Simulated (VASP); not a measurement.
# MnO (Fm-3m) in VASP: single point with PBE+U

Aim: the single point of MnO with PBE+U.

Everything below comes from runs of VASP 6.6.1. Logs are shortened: lines on timing, memory, paths and dates and some standing lists are left out, and cuts for length are marked.

## Step 1: The cell of the first run

It takes space group Fm-3m (No. 225, cubic). Conventional cell: a = 4.533 Å, b = 4.533 Å, c = 4.533 Å, α = 90.00°, β = 90.00°, γ = 90.00°. Mn (site symmetry m-3m) has 6 O at 2.27 Å within 3.0 Å. O (site symmetry m-3m) has 6 Mn at 2.27 Å within 3.0 Å.

## Step 2: Single point, PBE+U, collinear spin, ferromagnetic start

Contents of INCAR:

```
  PREC = Accurate
  ENCUT = 520
  EDIFF = 1E-6
  ISMEAR = 0
  SIGMA = 0.05
  LREAL = False
  LASPH = True
  NELM = 150
  ALGO = Normal
  ISIF = 2
  LWAVE = False
  LCHARG = True
  ISPIN = 2
  MAGMOM = 5 5 0 0
  LORBIT = 11
  LMAXMIX = 4
  LDAU = True
  LDAUTYPE = 2
  LDAUL = 2 -1
  LDAUU = 3.9 0
  LDAUJ = 0 0
  LDAUPRINT = 1
  GGA = PE
  LELF = True
  LVHAR = True
  NBANDS = 31
```

Contents of KPOINTS:

```
Automatic mesh
0
Gamma
  5 5 5
```

Contents of POSCAR:

```
MnO
1.0
   -2.2664522245     -2.2664522245      4.5329044490
   -4.5329044490     -2.2664522245      2.2664522245
   -2.2664522245     -4.5329044490      2.2664522245
Mn O
2 2
Direct
    0.0000000000      0.0000000000      0.0000000000
    0.5000000000      0.5000000000      0.5000000000
    1.2500000000     -0.7500000000     -0.7500000000
    1.7500000000     -0.2500000000     -0.2500000000
```

Potentials or basis: VASP PAW PBE potentials, release 64 (Mn_pv, O).

Started as:

```bash
$ cat potpaw_PBE.64/Mn_pv/POTCAR potpaw_PBE.64/O/POTCAR > POTCAR
$ mpirun -np 1 vasp_std > vasp.out
```

OUTCAR:

```text
PREC = Accurate
   ENCUT = 520
   EDIFF = 1E-6
   ISMEAR = 0
   LREAL = False
   LASPH = True
   NELM = 150
   ISIF = 2
   ISPIN = 2
   LORBIT = 11
   GGA = PE

 ion  position               nearest neighbor table
   1  0.000  0.000  0.000-   4 2.27   4 2.27   4 2.27   3 2.27   3 2.27   3 2.27
   2  0.500  0.500  0.500-   3 2.27   3 2.27   3 2.27   4 2.27   4 2.27   4 2.27
   3  0.250  0.250  0.250-   1 2.27   1 2.27   1 2.27   2 2.27   2 2.27   2 2.27
   4  0.750  0.750  0.750-   2 2.27   2 2.27   2 2.27   1 2.27   1 2.27   1 2.27

  LATTYP: Found a trigonal (rhomboedric) cell.
 ALAT       =     5.5516514764
 COS(alpha) =     0.8333333333

  Lattice vectors:

 A1 = (  -2.2664522245,  -2.2664522245,   4.5329044490)
 A2 = (  -4.5329044490,  -2.2664522245,   2.2664522245)
 A3 = (  -2.2664522245,  -4.5329044490,   2.2664522245)

Analysis of symmetry for initial positions (statically):
=====================================================================
 Subroutine PRICEL returns following result:

  LATTYP: Found a face centered cubic cell.
 ALAT       =     4.5329044490
[... 12 lines left out ...]
 Subroutine GETGRP returns: Found 12 space group operations
 (whereof 12 operations were pure point group operations)
 out of a pool of 12 trial point group operations.

The static configuration has the point symmetry D_3d.

Analysis of symmetry for dynamics (positions and initial velocities):
=====================================================================
 Subroutine PRICEL returns following result:

  LATTYP: Found a face centered cubic cell.
 ALAT       =     4.5329044490
[... 12 lines left out ...]
 Subroutine GETGRP returns: Found 12 space group operations
 (whereof 12 operations were pure point group operations)
 out of a pool of 12 trial point group operations.

The dynamic configuration has the point symmetry D_3d.

Analysis of structural, dynamic, and magnetic symmetry:
=====================================================================
 Subroutine PRICEL returns following result:

  LATTYP: Found a face centered cubic cell.
 ALAT       =     4.5329044490
[... 12 lines left out ...]
 Subroutine GETGRP returns: Found 12 space group operations
[... 203 lines left out ...]
  o =  0.9405  v = -0.3279 -0.8115 -0.0000  0.4836  0.0000  0.0000  0.0000  0.0000  0.0000  0.0000      0.0000  0.0000  0.0000  0.0000  0.0000  0.0000  0.0000  0.0000  0.0000  0.0000
  o =  0.9405  v =  0.7478  0.0899  0.0000  0.6579  0.0000  0.0000  0.0000  0.0000  0.0000  0.0000      0.0000  0.0000  0.0000  0.0000  0.0000  0.0000  0.0000  0.0000  0.0000  0.0000
  o =  0.9728  v = -0.0000 -0.0000  0.9880 -0.0000  0.1545  0.0000  0.0000  0.0000  0.0000  0.0000      0.0000  0.0000  0.0000  0.0000  0.0000  0.0000  0.0000  0.0000  0.0000  0.0000
  o =  0.9728  v =  0.0000  0.0000 -0.1545 -0.0000  0.9880  0.0000  0.0000  0.0000  0.0000  0.0000      0.0000  0.0000  0.0000  0.0000  0.0000  0.0000  0.0000  0.0000  0.0000  0.0000

 number of electron      38.0000008 magnetization       9.9999939

 Free energy of the ion-electron system (eV)
  ---------------------------------------------------
  ext. energy  EPLUGINS =         0.00000000
  ---------------------------------------------------
  free energy    TOTEN  =       -30.96454146 eV

  energy without entropy =      -30.96442117  energy(sigma->0) =      -30.96448132

 E-fermi :   6.1412     XC(G=0): -11.4863

 val. band max:        6.0804499276   @ k =   0.0000   0.0000   0.0000
 cond. band min:       6.1853578649   @ k =   0.0000   0.0000   0.0000
 fundamental gap:      0.1049079373
 Fermi energy:         6.1411757284

 spin component 1

 k-point     1 :       0.0000    0.0000    0.0000
  band No.  band energies     occupation
      1     -43.6480      1.00000
      2     -43.6056      1.00000
      3     -43.6056      1.00000
      4     -43.5994      1.00000
      5     -43.5991      1.00000
      6     -43.5991      1.00000
[... 635 lines left out ...]
     30      17.6189      0.00000
     31      19.9435      0.00000
 Fermi energy:         6.1411757284

 spin component 2

 k-point     1 :       0.0000    0.0000    0.0000
  band No.  band energies     occupation
      1     -38.6910      1.00000
      2     -38.6349      1.00000
      3     -38.6349      1.00000
      4     -38.6273      1.00000
      5     -38.6270      1.00000
      6     -38.6270      1.00000
[... 635 lines left out ...]
     30      19.8503      0.00000
     31      21.7341      0.00000

------------------------ aborting loop because EDIFF is reached ----------------------------------------

  FORCE on cell =-STRESS in cart. coord.  units (eV):
  Direction    XX          YY          ZZ          XY          YZ          ZX
  --------------------------------------------------------------------------------------
  -------------------------------------------------------------------------------------
  Total       -0.4288583     -0.4288583     -0.4288583     -0.0039098      0.0039098      0.0039098
  in kB      -14.7545058    -14.7545058    -14.7545058     -0.1345125      0.1345125      0.1345125
  external PRESSURE =     -14.7545058 kB  Pullay stress =       0.0000000 kB

 VOLUME and BASIS-vectors are now :
 -----------------------------------------------------------------------------
  energy-cutoff  :      520.00
  volume of cell :       46.57
      direct lattice vectors                 reciprocal lattice vectors
    -2.266452225 -2.266452225  4.532904449     0.110304553  0.110304553  0.330913660
    -4.532904449 -2.266452225  2.266452225    -0.330913660  0.110304553 -0.110304553
    -2.266452225 -4.532904449  2.266452225     0.110304553 -0.330913660 -0.110304553

 POSITION                                       TOTAL-FORCE (eV/Angst)
 -----------------------------------------------------------------------------------
      0.00000      0.00000      0.00000        -0.000000      0.000000      0.000000
     -4.53290     -4.53290      4.53290        -0.000000     -0.000000     -0.000000
     -2.26645     -2.26645      2.26645         0.000000      0.000000     -0.000000
     -6.79936     -6.79936      6.79936         0.000000     -0.000000      0.000000
 -----------------------------------------------------------------------------------
    total drift:                                0.000000      0.000000      0.000000

  FREE ENERGIE OF THE ION-ELECTRON SYSTEM (eV)
  ---------------------------------------------------
  free  energy   TOTEN  =       -30.9645414645 eV

  energy  without entropy=      -30.9644211748  energy(sigma->0) =      -30.96448132

 total charge

# of ion       s       p       d       tot
------------------------------------------
    1        0.198   6.164   4.933  11.295
    2        0.198   6.164   4.933  11.295
    3        1.555   3.427   0.000   4.982
    4        1.555   3.427   0.000   4.982
--------------------------------------------------
tot          3.505  19.183   9.866  32.554

 magnetization (x)

# of ion       s       p       d       tot
------------------------------------------
    1        0.033   0.025   4.573   4.631
    2        0.033   0.025   4.573   4.631
    3        0.022   0.120   0.000   0.142
    4        0.022   0.120   0.000   0.142
--------------------------------------------------
tot          0.110   0.290   9.146   9.546
```

OSZICAR:

```text
N       E                     dE             d eps       ncg     rms          rms(c)
DAV:   1     0.452871891818E+03    0.45287E+03   -0.21166E+04  2380   0.150E+03
DAV:   2     0.232455314824E+01   -0.45055E+03   -0.41688E+03  2490   0.442E+02
DAV:   3    -0.326454441629E+02   -0.34970E+02   -0.34346E+02  2629   0.132E+02
DAV:   4    -0.331774052613E+02   -0.53196E+00   -0.53109E+00  2496   0.172E+01
DAV:   5    -0.331834409176E+02   -0.60357E-02   -0.60355E-02  2699   0.189E+00    0.188E+01
DAV:   6    -0.301447350693E+02    0.30387E+01   -0.19288E+01  2884   0.400E+01    0.170E+01
DAV:   7    -0.309526649393E+02   -0.80793E+00   -0.21466E+00  2387   0.139E+01    0.106E+01
DAV:   8    -0.308761555661E+02    0.76509E-01   -0.40088E-01  2594   0.457E+00    0.684E+00
DAV:   9    -0.309672375525E+02   -0.91082E-01   -0.61667E-02  2524   0.240E+00    0.115E+00
DAV:  10    -0.309641143422E+02    0.31232E-02   -0.14965E-02  2626   0.103E+00    0.271E-01
DAV:  11    -0.309644351354E+02   -0.32079E-03   -0.21224E-03  2482   0.310E-01    0.104E-01
DAV:  12    -0.309645054316E+02   -0.70296E-04   -0.62969E-05  2636   0.776E-02    0.367E-02
DAV:  13    -0.309645208628E+02   -0.15431E-04   -0.20135E-05  2447   0.402E-02    0.276E-02
DAV:  14    -0.309645408832E+02   -0.20020E-04   -0.52920E-06  2446   0.225E-02    0.602E-03
DAV:  15    -0.309645414645E+02   -0.58132E-06   -0.64817E-07  1613   0.663E-03
   1 F= -.30964541E+02 E0= -.30964481E+02  d E =-.120290E-03  mag=    10.0000
```

stdout:

```text
POSCAR found type information on POSCAR MnO
 POSCAR found :  2 types and       4 ions
 scaLAPACK will be used
 LDA part: xc-table for (Slater+PW92), standard interpolation
 POSCAR, INCAR and KPOINTS ok, starting setup
 FFT: planning ... GRIDC
 FFT: planning ... GRID_SOFT
 FFT: planning ... GRID
 WAVECAR not read
 entering main loop
```

Wall time 3.8 min (1 thread of Intel Xeon 8259CL, shared host); peak memory 0.32 GiB.

What came out:

```yaml
Free_energy: -30.9645 eV
Pressure: -1.5 GPa
Band_gap_on_the_k_mesh: 0.10 eV
Net_moment: 10.00 μB per cell
Site_moments: Mn +4.63; O +0.14 μB
Valence_electrons_inside_the_program's_atomic_spheres: Mn 11.29; O 4.98
```

Eigenvalues of the final occupation matrices:
```csv
site,spin,trace,eigenvalues
site 1 d,1,4.77,0.94 0.94 0.94 0.97 0.97
site 1 d,2,0.18,0.02 0.02 0.02 0.07 0.07
site 2 d,1,4.77,0.94 0.94 0.94 0.97 0.97
site 2 d,2,0.18,0.02 0.02 0.02 0.07 0.07
```

Caveat: the k points lie up to 0.46 Å⁻¹ apart; only a ferromagnetic start was run, and an antiferromagnetic order may lie lower in energy. The state reached can hang on the start; a lower one may exist.
